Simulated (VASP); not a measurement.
The system is GaN.

```
Ga N
1.0
    -0.07271    2.12015    2.12015
     2.12015   -0.07271    2.12015
     2.12015    2.12015   -0.07271
Ga N
1 1
Direct
  0.00000 0.00000 0.00000
  0.50000 0.50000 0.50000
```

This cell differs from its parent crystal: epitaxial 111 strain +4.0%.

Base run:

* Program: VASP 6.6.1
* Functional: r2SCAN
* Potentials or basis: VASP PAW PBE potentials, release 64 (Ga_d, N)
* Cutoff: 520 eV
* k mesh: 10 × 10 × 10
* Occupations: fermi-dirac, width 0.02 eV
* Spin: no spin polarisation

Its results: band gap on the k mesh 0.56 eV (least direct gap 2.09 eV); pressure -13.1 GPa.

The run is repeated on the same cell with these changes: functional from r2SCAN to PBE. What comes out?

Band gap on the k mesh 0.08 eV (least direct gap 1.57 eV); pressure -5.0 GPa.

Caveats: the cell stands under tension; the PAW data sets were made with another functional, which shifts forces and pressure a little (at least some runs).

A k mesh can miss the band edges.
